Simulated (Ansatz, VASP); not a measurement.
One calculation of WS2, two programs

POSCAR

```
WS2
1.0
    3.1697138084      0.0000000000      0.0000000000
   -1.5848569042      2.7450526808      0.0000000000
    0.0000000000      0.0000000000     16.9263323846
W S
1 2
Direct
    0.3333333333      0.6666666667      0.0000000000
    0.6666666667      0.3333333333      0.9076849995
    0.6666666667      0.3333333333      0.0923150005
```

Contents of INCAR.step1:

```
SYSTEM = WS2
  PREC = Accurate
  ENCUT = 520
  EDIFF = 1E-5
  ISMEAR = 0
  SIGMA = 0.01
  LREAL = .False.
  LASPH = .True.
  NELM = 60
  ALGO = Normal
  ISIF = 2
  LWAVE = .True.
  NBANDS = 20
  GGA = PE
```

The input INCAR.step2:

```
SYSTEM = WS2
  PREC = Accurate
  ENCUT = 520
  EDIFF = 1E-6
  ISMEAR = 0
  SIGMA = 0.01
  LREAL = .False.
  LASPH = .True.
  NELM = 60
  ALGO = Normal
  ISIF = 2
  LWAVE = .False.
  LCHARG = .True.
  GGA = PE
  LHFCALC = .True.
  AEXX = 1.0
  ALDAC = 0.0
  AGGAC = 0.0
  PRECFOCK = Normal
  LELF = .True.
  LVHAR = .True.
  NBANDS = 20
  ISTART = 1
```

KPOINTS

```
Automatic mesh
0
Gamma
  6 6 1
  0 0 0
```

Input for Ansatz:

```yaml
crystal:
  lattice:
    - [3.1697138084, 0.0, 0.0]
    - [-1.5848569042, 2.7450526808, 0.0]
    - [0.0, 0.0, 16.9263323846]
  atoms:
    - { symbol: W, position: [0.3333333333, 0.6666666667, 0.0] }
    - { symbol: S, position: [0.6666666667, 0.3333333333, 0.9076849995] }
    - { symbol: S, position: [0.6666666667, 0.3333333333, 0.0923150005] }
kpoints:
  mp_grid: { grid: [6, 6, 1] }
hamiltonian:
  xc: hf
scf:
  occupations: { method: fixed }
  n_extra_bands: 4
output:
  forces: true
  stress: true
  eigenvalues: true
```

Alike in both runs: task single point; functional HF; k mesh 6 × 6 × 1; no spin polarisation.

|  | VASP | Ansatz |
| --- | --- | --- |
| version | VASP 6.6.1 | Ansatz 0.2.0 |
| potentials or method | VASP PAW PBE potentials, release 64 (W_sv, S) | plane waves |
| plane-wave cutoff (eV) | 520 | 420 |
| occupations | gaussian, width 0.01 eV | fixed |
| valence electrons in the cell | 26 | 26 |

|  | VASP | Ansatz | Ansatz less VASP |
| --- | --- | --- | --- |
| gap on the k mesh at the Fermi level (eV) | 6.54 | 6.44 | -0.097 |
| rms of the force components (eV/Å) | 0.185 | 0.084 | -0.1016 |

VASP's potentials were made for PBE, not for HF. Atom by atom the forces differ by 0.102 eV/Å (rms over components). Ansatz's warnings: stress exchange threshold loose, stress scf threshold loose.

Spin-orbit coupling is off throughout.
